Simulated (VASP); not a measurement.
# Sc (C2/m) in VASP: single point with r2SCAN

Aim: the single point of Sc with r2SCAN.

All numbers are computed with VASP 6.6.1; they aren't measurements. Logs are shortened: lines on timing, memory, paths and dates and some standing lists are left out, and cuts for length are marked.

### Step 1. The cell of the first run

The structure is monoclinic, space group C2/m (No. 12). The conventional cell has a = 8.808 Å, b = 5.001 Å, c = 3.201 Å, α = 90.00°, β = 90.06°, γ = 90.00°. Sc (site symmetry m) has 11 Sc at 2.90 to 3.35 Å within 3.8 Å. Sc (site symmetry 2/m) has 14 Sc at 3.20 to 3.35 Å within 4.2 Å.

### Step 2. Single point, r2SCAN

Input file POSCAR:

```
Sc
1.0
    4.4040490344     -2.5002670000      0.0000000000
    4.4040490344      2.5002670000      0.0000000000
   -0.0034756338      0.0000000000      3.2007192820
Sc
3
Direct
    0.3332340000      0.3332340000      0.9951080000
    0.0000000000      0.0000000000      0.5000000000
    0.6667660000      0.6667660000      0.0048920000
```

Input file INCAR.step1:

```
SYSTEM = Sc
  PREC = Accurate
  ENCUT = 520
  ISMEAR = 0
  SIGMA = 0.1
  LREAL = .FALSE.
  LASPH = .TRUE.
  NELM = 80
  NBANDS = 24
  GGA = PE
  ALGO = Normal
  EDIFF = 1E-4
  LWAVE = .TRUE.
  LCHARG = .FALSE.
```

Input file INCAR.step2:

```
SYSTEM = Sc
  PREC = Accurate
  ENCUT = 520
  EDIFF = 1E-6
  ISMEAR = 0
  SIGMA = 0.1
  LREAL = .FALSE.
  LASPH = .TRUE.
  NELM = 80
  ALGO = Normal
  ISIF = 2
  LWAVE = .FALSE.
  LCHARG = .FALSE.
  METAGGA = R2SCAN
  LMIXTAU = .TRUE.
  NBANDS = 24
  ISTART = 1
```

Input file KPOINTS:

```
Automatic mesh
0
G
  4 4 6
  0 0 0
```

Potentials or basis: VASP PAW PBE potentials, release 64 (Sc_sv).

The run is started by

```
$ cat potpaw_PBE.64/Sc_sv/POTCAR > POTCAR
$ cp INCAR.step1 INCAR
$ mpirun -np 1 vasp_std > vasp.out
$ cp INCAR.step2 INCAR
$ mpirun -np 1 vasp_std > vasp.out
```

OUTCAR:

```text
SYSTEM = Sc
   PREC = Accurate
   ENCUT = 520
   EDIFF = 1E-6
   ISMEAR = 0
   LREAL = .FALSE.
   LASPH = .TRUE.
   NELM = 80
   ISIF = 2
   METAGGA = R2SCAN
   ISTART = 1

 ion  position               nearest neighbor table
   1  0.333  0.333  0.995-   3 2.90   3 2.90   3 2.94   2 3.31   2 3.31   2 3.32   2 3.32   2 3.33
                             2 3.35
   2  0.000  0.000  0.500-   3 3.31   3 3.31   1 3.31   1 3.31   3 3.32   1 3.32   3 3.32   1 3.32
                             1 3.33   3 3.33   3 3.35   1 3.35
   3  0.667  0.667  0.005-   1 2.90   1 2.90   1 2.94   2 3.31   2 3.31   2 3.32   2 3.32   2 3.33
                             2 3.35

  LATTYP: Found a base centered monoclinic cell.
 ALAT       =     8.8080980688
 B/A-ratio  =     0.5677200641
 C/A-ratio  =     0.3633839160
 COS(beta)  =    -0.0010858908

  Lattice vectors:

 A1 = (   4.4040490344,  -2.5002670000,   0.0000000000)
 A2 = (   4.4040490344,   2.5002670000,   0.0000000000)
 A3 = (  -0.0034756338,   0.0000000000,   3.2007192820)

Analysis of symmetry for initial positions (statically):
=====================================================================
 Subroutine PRICEL returns:
 Original cell was already a primitive cell.

 Routine SETGRP: Setting up the symmetry group for a
 base centered monoclinic supercell.

 Subroutine GETGRP returns: Found  4 space group operations
 (whereof  4 operations were pure point group operations)
 out of a pool of  4 trial point group operations.

The static configuration has the point symmetry C_2h.

Analysis of symmetry for dynamics (positions and initial velocities):
=====================================================================
 Subroutine PRICEL returns:
 Original cell was already a primitive cell.

 Routine SETGRP: Setting up the symmetry group for a
 base centered monoclinic supercell.

 Subroutine GETGRP returns: Found  4 space group operations
 (whereof  4 operations were pure point group operations)
 out of a pool of  4 trial point group operations.

The dynamic configuration has the point symmetry C_2h.

 Subroutine INISYM returns: Found  4 space group operations
 (whereof  4 operations are pure point group operations),
 and found     1 'primitive' translations

----------------------------------------------------------------------------------------

                                     Primitive cell

  volume of cell :      70.4882

  direct lattice vectors                    reciprocal lattice vectors
     4.404049034 -2.500267000  0.000000000     0.113531888 -0.199978642  0.000123283
     4.404049034  2.500267000  0.000000000     0.113531888  0.199978642  0.000123283
    -0.003475634  0.000000000  3.200719282     0.000000000  0.000000000  0.312429773

  length of vectors
     5.064285040  5.064285040  3.200721169     0.229958609  0.229958609  0.312429773

  position of ions in fractional coordinates (direct lattice)
     0.333234000  0.333234000  0.995108000
     0.000000000  0.000000000  0.500000000
     0.666766000  0.666766000  0.004892000

  ion indices of the primitive-cell ions
   primitive index   ion index
                 1           1
                 2           2
                 3           3

----------------------------------------------------------------------------------------

 KPOINTS: Automatic mesh

Automatic generation of k-mesh.
 Grid dimensions read from file:
 generate k-points for:    4    4    6

 Generating k-lattice:

  Cartesian coordinates                     Fractional coordinates (reciprocal lattice)
     0.028382972 -0.049994661  0.000030821     0.250000000 -0.000000000  0.000000000
     0.028382972  0.049994661  0.000030821    -0.000000000  0.250000000  0.000000000
     0.000000000  0.000000000  0.052071629     0.000000000  0.000000000  0.166666667

  Length of vectors
     0.057489652  0.057489652  0.052071629

  Shift w.r.t. Gamma in fractional coordinates (k-lattice)
     0.000000000  0.000000000  0.000000000

 Subroutine IBZKPT returns following result:
 ===========================================

 Found     34 irreducible k-points:

 Following reciprocal coordinates:
            Coordinates               Weight
  0.000000  0.000000  0.000000      1.000000
  0.250000  0.000000  0.000000      4.000000
  0.500000  0.000000  0.000000      2.000000
  0.250000  0.250000  0.000000      2.000000
  0.500000  0.250000  0.000000      4.000000
 -0.250000  0.250000  0.000000      2.000000
[... 16 lines left out ...]
  0.500000  0.250000  0.333333      4.000000
 -0.250000  0.250000  0.333333      4.000000
 [... further k-points ...]
   k-points           NKPTS =     34   k-points in BZ     NKDIM =     34   number of bands    NBANDS=     24
   number of dos      NEDOS =    301   number of ions     NIONS =      3
   total plane-waves  NPLWV =  38400
   dimension x,y,z NGX =    40 NGY =   40 NGZ =   24
   dimension x,y,z NGXF=    80 NGYF=   80 NGZF=   48
   ions per type =               3
   NGX,Y,Z   is equivalent  to a cutoff of  13.13, 13.13, 12.47 a.u.
   NGXF,Y,Z  is equivalent  to a cutoff of  26.26, 26.26, 24.93 a.u.
 SYSTEM =  Sc
   PREC   = accura    normal or accurate (medium, high low for compatibility)
   ISTART =      1    job   : 0-new  1-cont  2-samecut
   ICHARG =      0    charge: 1-file 2-atom 10-const
   ISPIN  =      1    spin polarized calculation?
   LNONCOLLINEAR =      F non collinear calculations
   LSORBIT =      F    spin-orbit coupling
   LASPH  =      T    aspherical Exc in radial PAW
   ENCUT  =  520.0 eV  38.22 Ry    6.18 a.u.   9.42  9.42  5.95*2*pi/ulx,y,z
   NELM   =     80;   NELMIN=  2; NELMDL=  0     # of ELM steps
   EDIFF  = 0.1E-05   stopping-criterion for ELM
   LREAL  =      F    real-space projection
   EDIFFG = 0.1E-04   stopping-criterion for IOM
   NSW    =      0    number of steps for IOM
   IBRION =     -1    ionic relax: 0-MD 1-quasi-New 2-CG
   NFREE  =      0    steps in history (QN), initial steepest desc. (CG)
   ISIF   =      2    stress and relaxation
   ISYM   =      2    0-nonsym 1-usesym 2-fastsym
   POTIM  = 0.5000    time-step for ionic-motion
   TEBEG  =    0.0;   TEEND  =   0.0 temperature during run
   PSTRESS=    0.0 pullay stress
   NELECT =      33.0000    total number of electrons
   NUPDOWN=      -1.0000    fix difference up-down
   EMIN   =  10.00;   EMAX   =-10.00  energy-range for DOS
   EFERMI =   0.00;   METHOD = LEGACY
   ISMEAR =     0;   SIGMA  =   0.10  broadening in eV -4-tet -1-fermi 0-gaus
   EFERMI_NEDOS =   21; number of points for ismear=-14 and -15
   IALGO  =     38    algorithm
   IMIX   =      4    mixing-type and parameters
     AMIX     =   0.40;   BMIX     =  1.00
     AMIX_MAG =   1.60;   BMIX_MAG =  1.00
  volume/ion in A,a.u.               =      23.50       158.56
  Fermi-wavevector in a.u.,A,eV,Ry     =   1.271181  2.402184 21.985674  1.615901
  Thomas-Fermi vector in A             =   2.404128
   LORBIT       =      0    0 simple, 1 ext, 2 COOP (PROOUT), +10 PAW based schemes
   METAGGA = R2SCAN    functional components
   LHFCALC =     F    Hartree Fock is set to
   AEXX    =    0.0000 exact exchange contribution
   IVDW    =     0    specifies the selected vdW correction
   LEPSILON=     F    determine dielectric tensor
   LRPA    =     F    only Hartree local field effects (RPA)
 non-spin polarized calculation
 Gauss-broadening in eV      SIGMA  =   0.10
  energy-cutoff  :      520.00
  volume of cell :       70.49
 maximum number of plane-waves:      1917
 NGX is ok and might be reduce to    40
   NGX = 19   NGY = 19   NGZ = 11

 number of electron      33.0000002 magnetization

 Free energy of the ion-electron system (eV)
  ---------------------------------------------------
  ext. energy  EPLUGINS =         0.00000000
  ---------------------------------------------------
  free energy    TOTEN  =       -33.89850203 eV

  energy without entropy =      -33.86332783  energy(sigma->0) =      -33.88091493

 E-fermi :   3.9814     XC(G=0): -10.8033

 val. band max:        3.9803950457   @ k =   0.2500   0.0000   0.1667
 cond. band min:       3.9862567213   @ k =  -0.2500  -0.2500   0.1667
 fundamental gap:      0.0058616756
 Fermi energy:         3.9813580888

 k-point     1 :       0.0000    0.0000    0.0000
  band No.  band energies     occupation
      1     -47.4429      2.00000
      2     -47.3168      2.00000
      3     -47.3165      2.00000
      4     -25.2899      2.00000
      5     -25.2599      2.00000
      6     -25.0947      2.00000
[... 16 lines left out ...]
     23       6.5837      0.00000
     24       6.6246      0.00000

 k-point     2 :       0.2500    0.0000    0.0000
  band No.  band energies     occupation
      1     -47.4241      2.00000
      2     -47.3321      2.00000
      3     -47.3203      2.00000
      4     -25.3296      2.00000
      5     -25.2787      2.00000
      6     -25.0079      2.00000
[... 16 lines left out ...]
     23       6.2632      0.00000
     24       6.7880      0.00000

 k-point     3 :       0.5000    0.0000    0.0000
  band No.  band energies     occupation
      1     -47.3917      2.00000
      2     -47.3610      2.00000
      3     -47.3241      2.00000
      4     -25.3698      2.00000
      5     -25.1964      2.00000
      6     -25.0717      2.00000
[... 16 lines left out ...]
     23       6.6486      0.00000
     24       6.7376      0.00000

 k-point     4 :       0.2500    0.2500    0.0000
  band No.  band energies     occupation
      1     -47.4254      2.00000
      2     -47.3322      2.00000
      3     -47.3189      2.00000
      4     -25.3472      2.00000
      5     -25.2506      2.00000
      6     -25.0192      2.00000
[... 16 lines left out ...]
     23       6.3211      0.00000
     24       6.8743      0.00000

 k-point     5 :       0.5000    0.2500    0.0000
  band No.  band energies     occupation
      1     -47.3969      2.00000
      2     -47.3543      2.00000
      3     -47.3256      2.00000
      4     -25.3434      2.00000
      5     -25.2325      2.00000
      6     -25.0629      2.00000
[... 16 lines left out ...]
     23       6.1787      0.00000
     24       6.8875      0.00000

 k-point     6 :      -0.2500    0.2500    0.0000
  band No.  band energies     occupation
      1     -47.3936      2.00000
      2     -47.3571      2.00000
      3     -47.3261      2.00000
      4     -25.3360      2.00000
      5     -25.2455      2.00000
      6     -25.0668      2.00000
[... 16 lines left out ...]
     23       6.1590      0.00000
     24       6.8834      0.00000
[... 379 lines left out ...]
 k-point    21 :      -0.2500   -0.0000    0.3333
  band No.  band energies     occupation
      1     -47.3988      2.00000
      2     -47.3134      2.00000
      3     -47.3065      2.00000
      4     -25.2737      2.00000
      5     -25.2385      2.00000
      6     -25.1741      2.00000
[... 16 lines left out ...]
     23       7.1588      0.00000
     24       7.3486      0.00000

 k-point    22 :       0.2500    0.2500    0.3333
  band No.  band energies     occupation
      1     -47.4001      2.00000
      2     -47.3126      2.00000
      3     -47.3060      2.00000
      4     -25.2904      2.00000
      5     -25.2189      2.00000
      6     -25.1710      2.00000
[... 16 lines left out ...]
     23       7.1285      0.00000
     24       7.3830      0.00000

 k-point    23 :       0.5000    0.2500    0.3333
  band No.  band energies     occupation
      1     -47.3757      2.00000
      2     -47.3353      2.00000
      3     -47.3079      2.00000
      4     -25.3308      2.00000
      5     -25.1710      2.00000
      6     -25.1627      2.00000
[... 16 lines left out ...]
     23       6.4888      0.00000
     24       7.2005      0.00000

 k-point    24 :      -0.2500    0.2500    0.3333
  band No.  band energies     occupation
      1     -47.3727      2.00000
      2     -47.3382      2.00000
      3     -47.3080      2.00000
      4     -25.3240      2.00000
      5     -25.1781      2.00000
      6     -25.1708      2.00000
[... 16 lines left out ...]
     23       6.5123      0.00000
     24       7.2275      0.00000

 [... further k-points ...]
[... 5 lines left out ...]
  --------------------------------------------------------------------------------------
  -------------------------------------------------------------------------------------
  Total        1.4648577      1.6031531      0.9666483      0.0000000      0.0000000      0.0136747
  in kB       33.2958340     36.4392524     21.9716654      0.0000000      0.0000000      0.3108227
  external PRESSURE =      30.5689172 kB  Pullay stress =       0.0000000 kB

 VOLUME and BASIS-vectors are now :
 -----------------------------------------------------------------------------
  energy-cutoff  :      520.00
  volume of cell :       70.49
      direct lattice vectors                 reciprocal lattice vectors
     4.404049034 -2.500267000  0.000000000     0.113531888 -0.199978642  0.000123283
     4.404049034  2.500267000  0.000000000     0.113531888  0.199978642  0.000123283
    -0.003475634  0.000000000  3.200719282     0.000000000  0.000000000  0.312429773

 POSITION                                       TOTAL-FORCE (eV/Angst)
 -----------------------------------------------------------------------------------
      2.93170      0.00000      3.18506         0.030775      0.000000      0.028767
     -0.00174      0.00000      1.60036         0.000000      0.000000      0.000000
      5.87292      0.00000      0.01566        -0.030775      0.000000     -0.028767
 -----------------------------------------------------------------------------------
    total drift:                               -0.000000     -0.000000      0.000000

  FREE ENERGIE OF THE ION-ELECTRON SYSTEM (eV)
  ---------------------------------------------------
  free  energy   TOTEN  =       -33.8985020268 eV

  energy  without entropy=      -33.8633278296  energy(sigma->0) =      -33.88091493
```

It took 10 min on 1 thread of AMD EPYC, shared host; peak memory 0.18 GiB.

What came out:

```yaml
Free_energy: -33.8985 eV
Pressure: 3.1 GPa
Largest_force: 0.042 eV/Å
Band_gap_on_the_k_mesh: zero (an odd number of electrons rules out a gap without spin polarisation)
```

Forces on the atoms (eV/Å):
```
Sc   0.031  0.000  0.029
Sc   0.000  0.000  0.000
Sc  -0.031  0.000 -0.029
```

Stress tensor (GPa, compression positive):
```
3.33 0.00 0.03
0.00 3.64 0.00
0.03 0.00 2.20
```

Caveat: the k points lie up to 0.36 Å⁻¹ apart, too coarse for converged energies and pressures of a metal; the PAW data sets were made with another functional, which shifts forces and pressure a little.
